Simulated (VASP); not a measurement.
# YRe3 (Pm-3m) in VASP: further runs, part 2 of 2

VASP 6.6.1. The steps go on from the part before.

## 3. Single point, PBEsol (volume scaled by 0.980)

Input file INCAR:

```
PREC = Accurate ; ENCUT = 520
EDIFF = 1E-7 ; ISMEAR = 0
SIGMA = 0.05 ; LREAL = F
LASPH = T ; NELM = 80
ALGO = Fast ; ISIF = 2
LWAVE = F ; LCHARG = F
GGA = PS ; NBANDS = 24
```

Input file KPOINTS:

```
Automatic mesh
0
Gamma
  8 8 8
```

Input file POSCAR:

```
YRe3
1.0
    4.0399703470      0.0000000000      0.0000000000
    0.0000000000      4.0399703470      0.0000000000
    0.0000000000      0.0000000000      4.0399703470
Y Re
1 3
Direct
    0.0000000000      0.0000000000      0.0000000000
    0.0000000000      0.5000000000      0.5000000000
    0.5000000000      0.5000000000      0.0000000000
    0.5000000000      0.0000000000      0.5000000000
```

Potentials or basis: VASP PAW PBE potentials, release 64 (Y_sv, Re).

Launch:

```console
$ cat potpaw_PBE.64/Y_sv/POTCAR potpaw_PBE.64/Re/POTCAR > POTCAR
$ mpirun -np 1 vasp_std > vasp.out
```

It took 5.2 min on 1 thread of AMD EPYC 7R13, shared host; peak memory 0.18 GiB.

The run converged. Its results:

| Item | Value |
| --- | --- |
| Free energy | -43.9667 eV |
| Pressure | 4.7 GPa |
| Band gap on the k mesh | zero (band 16 reaches 8.35 eV, above the bottom of band 17 at 6.13 eV) |

Levels at points of the mesh, in eV from the Fermi level:
| k point | band 14 | band 15 | band 16 | band 17 | band 18 | band 19 |
| --- | --- | --- | --- | --- | --- | --- |
| (0.00, 0.00, 0.00) | -0.63 | 1.89 | 1.89 | 3.45 | 3.71 | 3.71 |
| (0.50, 0.00, 0.00) | -1.90 | -0.64 | -0.34 | 0.27 | 0.70 | 0.70 |
| (0.50, 0.50, 0.00) | -1.71 | -1.58 | -0.46 | -0.13 | 0.00 | 0.00 |
| (0.50, 0.50, 0.50) | -0.82 | 0.01 | 0.01 | 0.15 | 2.01 | 2.01 |

Caveat: the cell differs from its parent crystal (volume scaled by 0.980); the PAW data sets were made with another functional, which shifts forces and pressure a little; spin-orbit coupling is left out, which moves the levels of the heavy elements.

## 4. Single point, PBEsol

This run uses another cell than the first one, of 16.82 Å³/atom, 1.042 times its volume.

Input file INCAR:

```
  PREC = Accurate
  ENCUT = 520
  EDIFF = 1E-6
  ISMEAR = 0
  SIGMA = 0.05
  LREAL = F
  LASPH = T
  NELM = 80
  ALGO = Normal
  ISIF = 2
  LWAVE = F
  LCHARG = T
  GGA = PS
  LELF = T
  LVHAR = T
  NBANDS = 24
```

Input file KPOINTS:

```
regular mesh
0
Gamma
  8 8 8
```

Input file POSCAR:

```
YRe3
1.0
    4.0672682720      0.0000000000      0.0000000000
    0.0000000000      4.0672682720      0.0000000000
    0.0000000000      0.0000000000      4.0672682720
Y Re
1 3
Direct
    0.0000000000      0.0000000000      0.0000000000
    0.0000000000      0.5000000000      0.5000000000
    0.5000000000      0.5000000000      0.0000000000
    0.5000000000      0.0000000000      0.5000000000
```

Launch:

```console
$ cat potpaw_PBE.64/Y_sv/POTCAR potpaw_PBE.64/Re/POTCAR > POTCAR
$ mpirun -np 1 vasp_std > vasp.out
```

It took 1.7 min on 1 thread of AMD EPYC 7R13, shared host; peak memory 0.19 GiB.

It converged, with:

```yaml
Free_energy: -43.9858 eV
Pressure: -0.2 GPa
Band_gap_on_the_k_mesh: zero (band 16 reaches 8.10 eV, above the bottom of band 17 at 5.94 eV)
```

Levels at points of the mesh, in eV from the Fermi level:
```csv
k point,band 14,band 15,band 16,band 17,band 18,band 19
"(0.00, 0.00, 0.00)",-0.60,1.84,1.84,3.35,3.60,3.60
"(0.50, 0.00, 0.00)",-1.85,-0.63,-0.32,0.27,0.68,0.68
"(0.50, 0.50, 0.00)",-1.65,-1.57,-0.42,-0.12,0.01,0.01
"(0.50, 0.50, 0.50)",-0.78,0.03,0.03,0.13,1.92,1.92
```

Caveat: the PAW data sets were made with another functional, which shifts forces and pressure a little; spin-orbit coupling is left out, which moves the levels of the heavy elements.

## 5. Single point, PBEsol (volume scaled by 1.020)

Input file INCAR:

```
SYSTEM = YRe3
ALGO     = Normal         ! electronic algorithm
EDIFF    = 1E-6           ! SCF threshold, eV
ENCUT    = 520            ! plane-wave cutoff, eV
GGA      = PS             ! functional
ISIF     = 2              ! what is computed and relaxed
ISMEAR   = 0              ! smearing method
LASPH    = .True.         ! aspherical terms in the spheres
LCHARG   = .False.        ! write CHGCAR
LREAL    = .False.        ! projectors in reciprocal space
LWAVE    = .False.        ! write WAVECAR
NBANDS   = 24             ! bands
NELM     = 80             ! most SCF steps
PREC     = Accurate       ! precision mode
SIGMA    = 0.05           ! smearing width, eV
```

Input file KPOINTS:

```
k-points
0
Gamma
  8 8 8
  0 0 0
```

Input file POSCAR:

```
YRe3
1.0
    4.0942046085      0.0000000000      0.0000000000
    0.0000000000      4.0942046085      0.0000000000
    0.0000000000      0.0000000000      4.0942046085
Y Re
1 3
Direct
    0.0000000000      0.0000000000      0.0000000000
    0.0000000000      0.5000000000      0.5000000000
    0.5000000000      0.5000000000      0.0000000000
    0.5000000000      0.0000000000      0.5000000000
```

Potentials or basis: VASP PAW PBE potentials, release 64 (Y_sv, Re).

Launch:

```console
$ cat potpaw_PBE.64/Y_sv/POTCAR potpaw_PBE.64/Re/POTCAR > POTCAR
$ mpirun -np 1 vasp_std > vasp.out
```

OUTCAR:

```text
SYSTEM = YRe3
   EDIFF = 1E-6
   ENCUT = 520
   GGA = PS
   ISIF = 2
   ISMEAR = 0
   LASPH = .True.
   LREAL = .False.
   NELM = 80
   PREC = Accurate

 ion  position               nearest neighbor table
   1  0.000  0.000  0.000-   2 2.90   3 2.90   4 2.90   2 2.90   4 2.90   2 2.90   3 2.90   2 2.90
                             3 2.90   4 2.90   4 2.90   3 2.90
   2  0.000  0.500  0.500-   1 2.90   3 2.90   4 2.90   1 2.90   3 2.90   1 2.90   4 2.90   1 2.90
                             3 2.90   4 2.90   3 2.90   4 2.90
[... 854 lines left out ...]
  -------------------------------------------------------------------------------------
  Total       -1.9586411     -1.9586411     -1.9586411      0.0000000      0.0000000      0.0000000
  in kB      -45.7253258    -45.7253258    -45.7253258      0.0000000      0.0000000      0.0000000
  external PRESSURE =     -45.7253258 kB  Pullay stress =       0.0000000 kB

 VOLUME and BASIS-vectors are now :
 -----------------------------------------------------------------------------
  energy-cutoff  :      520.00
  volume of cell :       68.63
      direct lattice vectors                 reciprocal lattice vectors
     4.094204609  0.000000000  0.000000000     0.244247686  0.000000000  0.000000000
     0.000000000  4.094204609  0.000000000     0.000000000  0.244247686  0.000000000
     0.000000000  0.000000000  4.094204609     0.000000000  0.000000000  0.244247686

 POSITION                                       TOTAL-FORCE (eV/Angst)
 -----------------------------------------------------------------------------------
      0.00000      0.00000      0.00000         0.000000      0.000000      0.000000
      0.00000      2.04710      2.04710         0.000000      0.000000      0.000000
      2.04710      2.04710      0.00000         0.000000      0.000000      0.000000
      2.04710      0.00000      2.04710         0.000000      0.000000      0.000000
 -----------------------------------------------------------------------------------
    total drift:                               -0.000000      0.000000     -0.000000

  FREE ENERGIE OF THE ION-ELECTRON SYSTEM (eV)
  ---------------------------------------------------
  free  energy   TOTEN  =       -43.9661452995 eV

  energy  without entropy=      -43.9616406733  energy(sigma->0) =      -43.96389299
```

stdout:

```text
POSCAR found type information on POSCAR Y Re
 POSCAR found :  2 types and       4 ions
 scaLAPACK will be used
 -----------------------------------------------------------------------------
|                                                                             |
|                                                                             |
|     You enforced a specific xc type in the INCAR file but a different       |
|     I HOPE YOU KNOW WHAT YOU ARE DOING!                                     |
|                                                                             |
 -----------------------------------------------------------------------------

 LDA part: xc-table for (Slater+PW92), standard interpolation
 POSCAR, INCAR and KPOINTS ok, starting setup
 FFT: planning ... GRIDC
 FFT: planning ... GRID_SOFT
 FFT: planning ... GRID
 WAVECAR not read
 entering main loop
```

Wall time 88 s (1 thread of AMD EPYC 7R13, shared host); peak memory 0.19 GiB.

What came out:

* Free energy: -43.9661 eV
* Pressure: -4.6 GPa
* Band gap on the k mesh: zero (band 16 reaches 7.85 eV, above the bottom of band 17 at 5.76 eV)

Caveat: the cell differs from its parent crystal (volume scaled by 1.020); the PAW data sets were made with another functional, which shifts forces and pressure a little; spin-orbit coupling is left out, which moves the levels of the heavy elements.

## 6. Overview

| cell | gap on the mesh (eV) | pressure (GPa) |
| --- | --- | --- |
| a = 4.012 Å, 4 atoms | none | 10.0 |
| a = 4.040 Å, 4 atoms | none | 4.7 |
| a = 4.067 Å, 4 atoms | none | -0.2 |
| a = 4.094 Å, 4 atoms | none | -4.6 |

Alike in all rows: task single point; level PBEsol; potentials or basis VASP PAW PBE potentials, release 64 (Y_sv, Re); no spin polarisation; k mesh 8 × 8 × 8; cutoff (eV) 520; smearing gaussian 0.05 eV.

Caveats: the PAW data sets were made with another functional, which shifts forces and pressure a little; spin-orbit coupling is left out, which moves the levels of the heavy elements.

Total energies depend on the potentials used, so only differences within one code and one set of settings carry meaning.
